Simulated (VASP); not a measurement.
# Al16P15 (a cell with a defect) in VASP: a series of runs, part 2 of 2

VASP 6.6.1.

### Step 3. Single point, PBE, collinear spin (atoms taken out, then relaxed in part)

File INCAR:

```
SYSTEM = Al16P15
ALGO = Normal
EDIFF = 1E-6
ENCUT = 400
GGA = PE
GGA_COMPAT = .FALSE.
ISIF = 2
ISMEAR = 0
ISPIN = 2
LASPH = .TRUE.
LCHARG = .FALSE.
LORBIT = 11
LREAL = Auto
LWAVE = .FALSE.
MAGMOM = 0.25 0 0 0.25 0 0.25 0 0 0 0 0 0 0.25 0 0 0 0 0 0 0 0 0 0 0 0 0 0 0 0 0 0
NBANDS = 86
NELECT = 121.0
NELM = 200
PREC = Accurate
SIGMA = 0.01
```

File KPOINTS:

```
Automatic mesh
0
Gamma
  2 2 2
  0.5 0.5 0.5
```

File POSCAR:

```
Al16P15
1.0
   -5.5073398843      5.5073398843     -5.5073398843
    5.5073398843     -5.5073398843     -5.5073398843
   -5.5073398843     -5.5073398843      5.5073398843
Al P
16 15
Direct
    0.5000000000      0.2784614501      0.2500000000
    0.2514662518      0.2523242749      0.5023242749
    0.0008580231      0.2485337482      0.7508580231
    0.7784614501      0.0000000000      0.2500000000
    0.7523242749      0.2523242749      0.0014662518
    0.5000000000      0.0000000000      0.5284614501
    0.2476757251      0.0000000000      0.7491419769
   -0.0008580231      0.7476757251      0.2500000000
    0.9991419769      1.0000000000      0.9976757251
    0.7523242749      0.7514662518      0.5023242749
    0.5000000000      0.7476757251      0.7491419769
    0.2476757251      0.4991419769      0.2500000000
    0.2215385499      0.7215385499     -0.0284614501
    0.0008580231      0.5008580231      0.4985337482
    0.7485337482      0.5008580231      0.7508580231
    0.5000000000      0.4991419769     -0.0023242749
    0.2466605777      0.0000000000      0.4974425580
    0.0000000000      0.0000000000      0.7500000000
    0.7474425580      0.7466605777      0.2500000000
    0.7474425580      0.0000000000     -0.0033394223
    0.5000000000      0.7466605777      0.4974425580
    0.2525574420      0.7525574420      0.7492180197
    0.0000000000      0.5000000000      0.2500000000
   -0.0007819803      0.7525574420      0.0025574420
    0.7533394223      0.5007819803      0.5033394223
    0.5000000000      0.5000000000      0.7500000000
    0.2466605777      0.2474425580      0.2500000000
    0.2525574420      0.4992180197      0.0025574420
    0.0007819803      0.2533394223      0.5033394223
    0.7533394223      0.2533394223      0.7507819803
    0.5000000000      0.2474425580     -0.0033394223
```

Potentials or basis: VASP PAW PBE potentials, release 64 (Al, P).

Command:

```
> cat potpaw_PBE.64/Al/POTCAR potpaw_PBE.64/P/POTCAR > POTCAR
> mpirun -np 1 vasp_std > vasp.out
```

OUTCAR:

```text
SYSTEM = Al16P15
   EDIFF = 1E-6
   ENCUT = 400
   GGA = PE
   ISIF = 2
   ISMEAR = 0
   ISPIN = 2
   LASPH = .TRUE.
   LORBIT = 11
   LREAL = Auto
   NELECT = 121.0
   NELM = 200
   PREC = Accurate

 ion  position               nearest neighbor table
   1  0.500  0.278  0.250-  25 2.33  27 2.33  31 2.33
   2  0.251  0.252  0.502-  26 2.37  17 2.38  27 2.38  29 2.40
   3  0.001  0.249  0.751-  18 2.37  29 2.38  30 2.38  28 2.40
   4  0.778  0.000  0.250-  29 2.33  20 2.33  19 2.33
   5  0.752  0.252  0.001-  23 2.37  20 2.38  31 2.38  30 2.40
   6  0.500  0.000  0.528-  30 2.33  21 2.33  17 2.33
   7  0.248  0.000  0.749-  18 2.37  31 2.38  22 2.38  17 2.40
   8  0.999  0.748  0.250-  23 2.37  17 2.38  24 2.38  19 2.40
   9  0.999  0.000  0.998-  18 2.37  27 2.38  24 2.38  20 2.40
  10  0.752  0.751  0.502-  18 2.37  19 2.38  21 2.38  25 2.40
[... 597 lines left out ...]
     -5.66409     -0.15675      0.15675        -0.006557     -0.006557      0.006557
[... 23 lines left out ...]
     -6.88848     -1.38114     -1.40931        -0.014286     -0.014286      0.010549
     -6.87987     -4.09803      1.37253         0.014286     -0.010549     -0.014286
 -----------------------------------------------------------------------------------
    total drift:                               -0.000000     -0.000000      0.000002

  FREE ENERGIE OF THE ION-ELECTRON SYSTEM (eV)
  ---------------------------------------------------
  free  energy   TOTEN  =      -166.5010431827 eV

  energy  without entropy=     -166.5010431827  energy(sigma->0) =     -166.50104318

 total charge

# of ion       s       p       d       tot
------------------------------------------
    1        0.417   0.338   0.000   0.755
    2        0.390   0.369   0.000   0.759
    3        0.390   0.369   0.000   0.759
    4        0.417   0.338   0.000   0.755
    5        0.390   0.369   0.000   0.759
    6        0.417   0.338   0.000   0.755
[... 23 lines left out ...]
   30        1.011   1.567   0.000   2.578
   31        1.011   1.567   0.000   2.578
--------------------------------------------------
tot         21.500  29.311   0.000  50.811

 magnetization (x)

# of ion       s       p       d       tot
------------------------------------------
    1        0.004   0.022   0.000   0.026
    2        0.001   0.001   0.000   0.002
    3        0.001   0.001   0.000   0.002
    4        0.004   0.022   0.000   0.026
    5        0.001   0.001   0.000   0.002
    6        0.004   0.022   0.000   0.026
[... 23 lines left out ...]
   30        0.000   0.003   0.000   0.003
   31        0.000   0.003   0.000   0.003
--------------------------------------------------
tot          0.030   0.154   0.000   0.185
```

OSZICAR:

```text
N       E                     dE             d eps       ncg     rms          rms(c)
DAV:   1     0.310936724025E+03    0.31094E+03   -0.38581E+04   688   0.926E+02
DAV:   2    -0.135083418248E+03   -0.44602E+03   -0.42389E+03   840   0.159E+02
DAV:   3    -0.171073208036E+03   -0.35990E+02   -0.35624E+02   848   0.450E+01
DAV:   4    -0.171982521416E+03   -0.90931E+00   -0.90586E+00   864   0.838E+00
DAV:   5    -0.172008778975E+03   -0.26258E-01   -0.26238E-01   928   0.146E+00    0.174E+01
DAV:   6    -0.167240458343E+03    0.47683E+01   -0.88484E+00   768   0.570E+00    0.112E+01
DAV:   7    -0.166511089487E+03    0.72937E+00   -0.45928E+00   848   0.416E+00    0.471E+00
DAV:   8    -0.166503555616E+03    0.75339E-02   -0.49603E-01   792   0.157E+00    0.111E+00
DAV:   9    -0.166499655934E+03    0.38997E-02   -0.36973E-02   792   0.528E-01    0.599E-01
DAV:  10    -0.166499740370E+03   -0.84435E-04   -0.49459E-03   880   0.161E-01    0.313E-01
DAV:  11    -0.166500730669E+03   -0.99030E-03   -0.13954E-03   784   0.947E-02    0.131E-01
DAV:  12    -0.166501018941E+03   -0.28827E-03   -0.58792E-04   784   0.634E-02    0.522E-02
DAV:  13    -0.166501024311E+03   -0.53693E-05   -0.30360E-05   832   0.156E-02    0.316E-02
DAV:  14    -0.166501039707E+03   -0.15396E-04   -0.17447E-05   808   0.110E-02    0.977E-03
DAV:  15    -0.166501043189E+03   -0.34828E-05   -0.67301E-06   768   0.766E-03    0.516E-03
DAV:  16    -0.166501043183E+03    0.67857E-08   -0.38572E-07   520   0.181E-03
   1 F= -.16650104E+03 E0= -.16650104E+03  d E =-.117272E-23  mag=     1.0000
```

stdout:

```text
POSCAR found type information on POSCAR AlP
 POSCAR found :  2 types and      31 ions
 scaLAPACK will be used
 LDA part: xc-table for (Slater+PW92), standard interpolation
 POSCAR, INCAR and KPOINTS ok, starting setup
 FFT: planning ... GRIDC
 FFT: planning ... GRID_SOFT
 FFT: planning ... GRID
 WAVECAR not read
 entering main loop
 the old and the new charge density differ
 old charge density:   123.00000 new  121.00000
    0.174E+01
```

Wall time 3.6 min (1 thread of Intel Xeon 6975P-C (Granite Rapids), shared host); peak memory 0.77 GiB.

Results:

```
Free energy                                           : -166.5010 eV
Largest force                                         : 0.023 eV/Å
Net moment                                            : 1.00 μB per cell
Site moments                                          : Al +0.03, +0.00 (each value once); P +0.00, +0.01 (each value once) μB
Valence electrons inside the program's atomic spheres : Al 0.76; P 2.58
```

Forces on the atoms (eV/Å):
```
Al   0.007 -0.007 -0.007
Al   0.006  0.007  0.006
Al   0.007 -0.006 -0.006
Al  -0.007  0.007 -0.007
Al   0.006  0.006  0.007
Al  -0.007 -0.007  0.007
Al  -0.007  0.006 -0.006
Al   0.006 -0.006 -0.007
Al  -0.007 -0.006  0.006
Al   0.007  0.006  0.006
Al   0.006 -0.007 -0.006
Al  -0.006  0.006 -0.007
Al   0.007  0.007  0.007
Al  -0.006 -0.006  0.007
Al  -0.006  0.007 -0.006
Al  -0.006 -0.007  0.006
P   -0.011 -0.014  0.014
P    0.000  0.000  0.000
P   -0.014  0.014 -0.011
P   -0.011  0.014 -0.014
P   -0.014 -0.011  0.014
P    0.014  0.014  0.011
P    0.000  0.000  0.000
P    0.014  0.011  0.014
P    0.011 -0.014 -0.014
P    0.000  0.000  0.000
P    0.014 -0.014 -0.011
P    0.011  0.014  0.014
P   -0.014  0.011 -0.014
P   -0.014 -0.014  0.011
P    0.014 -0.011 -0.014
```

Caveat: the cell carries a net charge on a neutralising background, which shifts energy and pressure; the cell differs from its parent crystal (atoms taken out, then relaxed in part); the cell is charged against a uniform background, so pressure and absolute levels hang on convention.

### Step 4. Single point, PBE (atoms taken out, then relaxed in part)

File INCAR:

```
  ALGO = Normal
  EDIFF = 1E-6
  ENCUT = 520
  GGA = PE
  ISIF = 2
  ISMEAR = 0
  LASPH = T
  LCHARG = T
  LELF = T
  LREAL = Auto
  LVHAR = T
  LWAVE = F
  NBANDS = 82
  NELECT = 124.0
  NELM = 100
  PREC = Accurate
  SIGMA = 0.01
```

KPOINTS is that of step 3.

File POSCAR:

```
Al16P15
1.0
   -5.5073398843      5.5073398843     -5.5073398843
    5.5073398843     -5.5073398843     -5.5073398843
   -5.5073398843     -5.5073398843      5.5073398843
Al P
16 15
Direct
    0.5000000000      0.2186441390      0.2500000000
    0.2468094816      0.2476459008      0.4976459008
    0.0008364192      0.2531905184      0.7508364192
    0.7186441390      0.0000000000      0.2500000000
    0.7476459008      0.2476459008     -0.0031905184
    0.5000000000      0.0000000000      0.4686441390
    0.2523540992      0.0000000000      0.7491635808
   -0.0008364192      0.7523540992      0.2500000000
    0.9991635808      1.0000000000      1.0023540992
    0.7476459008      0.7468094816      0.4976459008
    0.5000000000      0.7523540992      0.7491635808
    0.2523540992      0.4991635808      0.2500000000
    0.2813558610      0.7813558610      0.0313558610
    0.0008364192      0.5008364192      0.5031905184
    0.7531905184      0.5008364192      0.7508364192
    0.5000000000      0.4991635808      0.0023540992
    0.2547556657      0.0000000000      0.4973650348
    0.0000000000      0.0000000000      0.7500000000
    0.7473650348      0.7547556657      0.2500000000
    0.7473650348      0.0000000000      0.0047556657
    0.5000000000      0.7547556657      0.4973650348
    0.2526349652      0.7526349652      0.7573906309
    0.0000000000      0.5000000000      0.2500000000
    0.0073906309      0.7526349652      0.0026349652
    0.7452443343      0.4926093691      0.4952443343
    0.5000000000      0.5000000000      0.7500000000
    0.2547556657      0.2473650348      0.2500000000
    0.2526349652      0.5073906309      0.0026349652
   -0.0073906309      0.2452443343      0.4952443343
    0.7452443343      0.2452443343      0.7426093691
    0.5000000000      0.2473650348      0.0047556657
```

Command:

```
> cat potpaw_PBE.64/Al/POTCAR potpaw_PBE.64/P/POTCAR > POTCAR
> mpirun -np 1 vasp_std > vasp.out
```

Wall time 4.4 min (1 thread of Intel Xeon Platinum 8259CL at 2.50GHz (Skylake/Cascade Lake), shared host); peak memory 0.71 GiB.

It converged, with:

```yaml
Free_energy: -150.6048 eV
Largest_force: 0.013 eV/Å
```

Forces in eV/Å, atoms in the order of the input:
```
Al   0.004 -0.004 -0.004
Al  -0.005  0.000 -0.005
Al   0.000  0.005  0.005
Al  -0.004  0.004 -0.004
Al  -0.005 -0.005  0.000
Al  -0.004 -0.004  0.004
Al   0.000 -0.005  0.005
Al  -0.005  0.005  0.000
Al   0.000  0.005 -0.005
Al   0.000 -0.005 -0.005
Al  -0.005  0.000  0.005
Al   0.005 -0.005  0.000
Al   0.004  0.004  0.004
Al   0.005  0.005  0.000
Al   0.005  0.000  0.005
Al   0.005  0.000 -0.005
P    0.008 -0.008  0.008
P    0.000  0.000  0.000
P   -0.008  0.008  0.008
P    0.008  0.008 -0.008
P   -0.008  0.008  0.008
P    0.008  0.008 -0.008
P    0.000  0.000  0.000
P    0.008 -0.008  0.008
P   -0.008 -0.008 -0.008
P    0.000  0.000  0.000
P    0.008 -0.008  0.008
P   -0.008  0.008  0.008
P   -0.008 -0.008 -0.008
P   -0.008 -0.008 -0.008
P    0.008  0.008 -0.008
```

Levels at points of the mesh, in eV from the Fermi level:
```tsv
k point	band 58	band 59	band 60	band 61	band 62	band 63	band 64	band 65
(0.25, 0.25, 0.25)	-2.01	-2.01	-1.99	-1.99	0.16	0.16	0.16	1.11
```

Caveat: the k points lie up to 0.40 Å⁻¹ apart; the cell carries a net charge on a neutralising background, which shifts energy and pressure; the cell differs from its parent crystal (atoms taken out, then relaxed in part); the cell is charged against a uniform background, so pressure and absolute levels hang on convention.
